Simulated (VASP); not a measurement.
# WC (P-6m2) in VASP: further runs, part 2 of 2

VASP 6.6.1.

### 3 Single point, PBE

This run uses another cell than the first one, of the same volume but with other edges.

Input file INCAR:

```
SYSTEM = WC
ALGO     = Normal         ! electronic algorithm
EDIFF    = 1E-7           ! SCF threshold, eV
ENCUT    = 520            ! plane-wave cutoff, eV
GGA      = PE             ! functional
ISIF     = 2              ! what is computed and relaxed
ISMEAR   = 0              ! smearing method
LASPH    = .TRUE.         ! aspherical terms in the spheres
LCHARG   = .TRUE.         ! write CHGCAR
LELF     = .TRUE.         ! ELF
LREAL    = .FALSE.        ! projectors in reciprocal space
LVHAR    = .TRUE.       
LWAVE    = .FALSE.        ! write WAVECAR
NBANDS   = 16             ! bands
NELM     = 60             ! most SCF steps
PREC     = Accurate       ! precision mode
SIGMA    = 0.15           ! smearing width, eV
```

Input file KPOINTS:

```
k-points
0
G
  24 24 18
  0 0 0
```

Input file POSCAR:

```
WC
1.0
    2.7294763531      0.0000000000      0.0000000000
   -1.3647381766      2.3637958608      0.0000000000
    0.0000000000      0.0000000000      3.1946291108
W C
1 1
Direct
    0.0000000000      0.0000000000      0.0000000000
    0.6666666667      0.3333333333      0.5000000000
```

Potentials or basis: VASP PAW PBE potentials, release 64 (W_sv, C).

On the command line:

```
$ cat potpaw_PBE.64/W_sv/POTCAR potpaw_PBE.64/C/POTCAR > POTCAR
$ mpirun -np 1 vasp_std > vasp.out
```

OUTCAR:

```text
SYSTEM = WC
   EDIFF = 1E-7
   ENCUT = 520
   GGA = PE
   ISIF = 2
   ISMEAR = 0
   LASPH = .TRUE.
   LREAL = .FALSE.
   NELM = 60
   PREC = Accurate

 ion  position               nearest neighbor table
   1  0.000  0.000  0.000-   2 2.24   2 2.24   2 2.24   2 2.24   2 2.24   2 2.24
   2  0.667  0.333  0.500-   1 2.24   1 2.24   1 2.24   1 2.24   1 2.24   1 2.24

  LATTYP: Found a hexagonal cell.
 ALAT       =     2.7294763531
 C/A-ratio  =     1.1704183138

  Lattice vectors:

 A1 = (   2.7294763531,   0.0000000000,   0.0000000000)
 A2 = (  -1.3647381766,   2.3637958608,   0.0000000000)
 A3 = (   0.0000000000,   0.0000000000,   3.1946291108)

Analysis of symmetry for initial positions (statically):
=====================================================================
 Subroutine PRICEL returns:
 Original cell was already a primitive cell.

 Routine SETGRP: Setting up the symmetry group for a
 hexagonal supercell.

 Subroutine GETGRP returns: Found 12 space group operations
 (whereof 12 operations were pure point group operations)
 out of a pool of 24 trial point group operations.

The static configuration has the point symmetry D_3h.

Analysis of symmetry for dynamics (positions and initial velocities):
=====================================================================
 Subroutine PRICEL returns:
 Original cell was already a primitive cell.

 Routine SETGRP: Setting up the symmetry group for a
 hexagonal supercell.

 Subroutine GETGRP returns: Found 12 space group operations
 (whereof 12 operations were pure point group operations)
 out of a pool of 24 trial point group operations.

The dynamic configuration has the point symmetry D_3h.

 Subroutine INISYM returns: Found 12 space group operations
 (whereof 12 operations are pure point group operations),
 and found     1 'primitive' translations

----------------------------------------------------------------------------------------

[... 110 lines left out ...]
   IMIX   =      4    mixing-type and parameters
     AMIX     =   0.40;   BMIX     =  1.00
     AMIX_MAG =   1.60;   BMIX_MAG =  1.00
  volume/ion in A,a.u.               =      10.31        69.55
  Fermi-wavevector in a.u.,A,eV,Ry     =   1.564813  2.957068 33.315762  2.448639
  Thomas-Fermi vector in A             =   2.667381
   LORBIT       =      0    0 simple, 1 ext, 2 COOP (PROOUT), +10 PAW based schemes
   GGA     = PE    functional components
   LHFCALC =     F    Hartree Fock is set to
   AEXX    =    0.0000 exact exchange contribution
   IVDW    =     0    specifies the selected vdW correction
   LEPSILON=     F    determine dielectric tensor
   LRPA    =     F    only Hartree local field effects (RPA)
 non-spin polarized calculation
 Gauss-broadening in eV      SIGMA  =   0.15
  energy-cutoff  :      520.00
  volume of cell :       20.61
 maximum number of plane-waves:       570
   NGX = 11   NGY = 11   NGZ = 11

 number of electron      17.9999997 magnetization

 Free energy of the ion-electron system (eV)
  ---------------------------------------------------
  ext. energy  EPLUGINS =         0.00000000
  ---------------------------------------------------
  free energy    TOTEN  =       -21.46032267 eV

  energy without entropy =      -21.45689358  energy(sigma->0) =      -21.45860812

 E-fermi :  11.3974     XC(G=0): -13.8676

 val. band max:       11.3887174874   @ k =   0.4583   0.0417   0.0556
 cond. band min:      11.4018572077   @ k =   0.3333   0.0000   0.0000
 fundamental gap:      0.0131397203
 Fermi energy:        11.3974256432

 k-point     1 :       0.0000    0.0000    0.0000
  band No.  band energies     occupation
      1     -62.7988      2.00000
      2     -27.0694      2.00000
      3     -26.3742      2.00000
      4     -26.3742      2.00000
      5      -3.2714      2.00000
      6       6.1341      2.00000
[... 433 lines left out ...]
      3     -26.8465      2.00000
      4     -26.7106      2.00000
      5       0.7403      2.00000
      6       4.4399      2.00000
[... 8 lines left out ...]
     15      24.6454      0.00000
     16      29.3707      0.00000

 [... further k-points ...]

------------------------ aborting loop because EDIFF is reached ----------------------------------------

  FORCE on cell =-STRESS in cart. coord.  units (eV):
  Direction    XX          YY          ZZ          XY          YZ          ZX
  --------------------------------------------------------------------------------------
  -------------------------------------------------------------------------------------
  Total        6.5677436      6.5677436     -8.7240462     -0.0000000      0.0000000      0.0000000
  in kB      510.5250096    510.5250096   -678.1391066     -0.0000000      0.0000000      0.0000000
  external PRESSURE =     114.3036375 kB  Pullay stress =       0.0000000 kB

 VOLUME and BASIS-vectors are now :
 -----------------------------------------------------------------------------
  energy-cutoff  :      520.00
  volume of cell :       20.61
      direct lattice vectors                 reciprocal lattice vectors
     2.729476353  0.000000000  0.000000000     0.366370641  0.211524188  0.000000000
    -1.364738177  2.363795861  0.000000000     0.000000000  0.423048376  0.000000000
     0.000000000  0.000000000  3.194629111     0.000000000  0.000000000  0.313025383

 POSITION                                       TOTAL-FORCE (eV/Angst)
 -----------------------------------------------------------------------------------
      0.00000      0.00000      0.00000         0.000000     -0.000000      0.000000
      1.36474      0.78793      1.59731        -0.000000      0.000000      0.000000
 -----------------------------------------------------------------------------------
    total drift:                               -0.000000      0.000000      0.000000

  FREE ENERGIE OF THE ION-ELECTRON SYSTEM (eV)
  ---------------------------------------------------
  free  energy   TOTEN  =       -21.4603226661 eV

  energy  without entropy=      -21.4568935824  energy(sigma->0) =      -21.45860812
```

stdout:

```text
POSCAR found type information on POSCAR W C
 POSCAR found :  2 types and       2 ions
 scaLAPACK will be used
 LDA part: xc-table for (Slater+PW92), standard interpolation
 POSCAR, INCAR and KPOINTS ok, starting setup
 FFT: planning ... GRIDC
 FFT: planning ... GRID_SOFT
 FFT: planning ... GRID
 WAVECAR not read
 entering main loop
```

Run time: 56 s. Hardware: 1 thread of Intel Xeon 6975P-C (Granite Rapids), shared host; peak memory 0.3 GiB.

Results:

* Free energy: -21.4603 eV
* Pressure: 11.4 GPa
* Band gap on the k mesh: zero (bands 9 and 10 overlap by 1.08 eV)

Levels at points of the mesh, in eV from the Fermi level:
```csv
k point,band 6,band 7,band 8,band 9,band 10,band 11,band 12,band 13
"(0.00, 0.00, 0.00)",-5.26,-2.34,-2.34,-1.72,3.12,3.12,4.78,4.78
"(0.50, 0.00, 0.00)",-7.00,-5.47,-4.19,0.47,1.77,5.62,5.66,6.23
"(0.00, 0.00, 0.50)",-9.21,-0.90,-0.90,-0.36,-0.36,0.10,5.14,5.14
"(0.50, 0.00, 0.50)",-6.83,-4.90,-3.08,-0.36,3.43,5.58,5.66,8.41
```

Caveat: the stress differs along the axes, from -68 to 51 GPa; spin-orbit coupling is left out, which moves the levels of the heavy elements.

### 4 Single point, PBE

This run uses another cell than the first one, of the same volume but with other edges.

Input file INCAR:

```
PREC     = Accurate       # precision mode
ENCUT    = 520            # plane-wave cutoff, eV
EDIFF    = 1E-7           # SCF threshold, eV
ISMEAR   = 0              # smearing method
SIGMA    = 0.15           # smearing width, eV
LREAL    = False          # projectors in reciprocal space
LASPH    = True           # aspherical terms in the spheres
NELM     = 60             # most SCF steps
ALGO     = Normal         # electronic algorithm
ISIF     = 2              # what is computed and relaxed
LWAVE    = False          # write WAVECAR
LCHARG   = False          # write CHGCAR
GGA      = PE             # functional
NBANDS   = 16             # bands
```

Input file KPOINTS:

```
regular mesh
0
Gamma
  24 24 18
```

Input file POSCAR:

```
WC
1.0
    2.9822483642      0.0000000000      0.0000000000
   -1.4911241821      2.5827028438      0.0000000000
    0.0000000000      0.0000000000      2.6760332114
W C
1 1
Direct
    0.0000000000      0.0000000000      0.0000000000
    0.6666666667      0.3333333333      0.5000000000
```

On the command line:

```
$ cat potpaw_PBE.64/W_sv/POTCAR potpaw_PBE.64/C/POTCAR > POTCAR
$ mpirun -np 1 vasp_std > vasp.out
```

Wall time 50 s (1 thread of Intel Xeon 6975P-C (Granite Rapids), shared host); peak memory 0.3 GiB.

It converged, with:

```yaml
Free_energy: -22.2036 eV
Pressure: 15.5 GPa
Band_gap_on_the_k_mesh: zero (bands 9 and 10 overlap by 1.50 eV)
```

Stress tensor (GPa, compression positive):
```
-6.10  0.00  0.00
 0.00 -6.10  0.00
 0.00  0.00 58.83
```

Levels at points of the mesh, in eV from the Fermi level:
```tsv
k point	band 7	band 8	band 9	band 10	band 11	band 12
(0.00, 0.00, 0.00)	-4.03	-4.03	0.91	3.48	3.48	5.60
(0.50, 0.00, 0.00)	-3.76	-2.68	-1.09	2.76	3.89	3.98
(0.00, 0.00, 0.50)	-2.89	-2.89	-0.57	-0.57	4.02	4.02
(0.50, 0.00, 0.50)	-5.01	-4.04	0.41	3.94	5.60	6.55
```

Caveat: the stress differs along the axes, from -6 to 59 GPa; spin-orbit coupling is left out, which moves the levels of the heavy elements.

### 5 Overview

| cell | gap on the mesh (eV) | pressure (GPa) |
| --- | --- | --- |
| a = 3.062, b = 3.062, c = 2.539 Å, angles 90.0, 90.0, 120.0°, 2 atoms | none | 25.7 |
| a = 2.729, b = 2.729, c = 3.195 Å, angles 90.0, 90.0, 120.0°, 2 atoms | none | 11.4 |
| a = 2.982, b = 2.982, c = 2.676 Å, angles 90.0, 90.0, 120.0°, 2 atoms | none | 15.5 |

Alike in all rows: task single point; level PBE; potentials or basis VASP PAW PBE potentials, release 64 (W_sv, C); no spin polarisation; k mesh 24 × 24 × 18; cutoff (eV) 520; smearing gaussian 0.15 eV.

Caveats: spin-orbit coupling is left out, which moves the levels of the heavy elements; the stress differs along the axes, from -17 to 112 GPa (at least some runs); the stress differs along the axes, from -68 to 51 GPa (at least some runs); the stress differs along the axes, from -6 to 59 GPa (at least some runs).

Absolute energies hang on the potentials; compare differences alone.
